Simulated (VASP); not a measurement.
Input of a VASP 6.6.1 run:

File INCAR:

```
SYSTEM = MoS2
PREC = Accurate
ENCUT = 520
EDIFF = 1E-6
ISMEAR = 0
SIGMA = 0.01
LREAL = .FALSE.
LASPH = .TRUE.
NELM = 60
ALGO = Normal
ISIF = 2
LWAVE = .FALSE.
LCHARG = .TRUE.
GGA = PS
LELF = .TRUE.
LVHAR = .TRUE.
NBANDS = 35
```

File KPOINTS:

```
regular mesh
0
G
  6 6 2
  0 0 0
```

POSCAR

```
MoS2
1.0
    3.1728739285      0.0000000000      0.0000000000
   -1.5864369642      2.7477894251      0.0000000000
    0.0000000000      0.0000000000     12.5104332667
Mo S
2 4
Direct
    0.3333333333      0.6666666667      0.2500000000
    0.6666666667      0.3333333333      0.7500000000
    0.3333333333      0.6666666667      0.6262253248
    0.6666666667      0.3333333333      0.1262253248
    0.3333333333      0.6666666667      0.8737746752
    0.6666666667      0.3333333333      0.3737746752
```

Potentials or basis: VASP PAW PBE potentials, release 64 (Mo_sv, S).

Command:

```console
$ cat potpaw_PBE.64/Mo_sv/POTCAR potpaw_PBE.64/S/POTCAR > POTCAR
$ mpirun -np 1 vasp_std > vasp.out
```

Q: Predict the band gap on the k mesh.

A: 0.95 eV, indirect (least direct gap 1.63 eV).

Q: What does it give for the pressure?

A: -1.8 GPa.

Stress tensor (GPa, compression positive):
```
-2.71  0.00  0.00
 0.00 -2.71  0.00
 0.00  0.00 -0.03
```

Caveat: the cell differs from its parent crystal (in-plane strain +0.01, then relaxed in part); the PAW data sets were made with another functional, which shifts forces and pressure a little; this functional lacks dispersion, which binds the layers, so the pressure and a relaxed spacing across them are unreliable. A k mesh can miss the band edges.
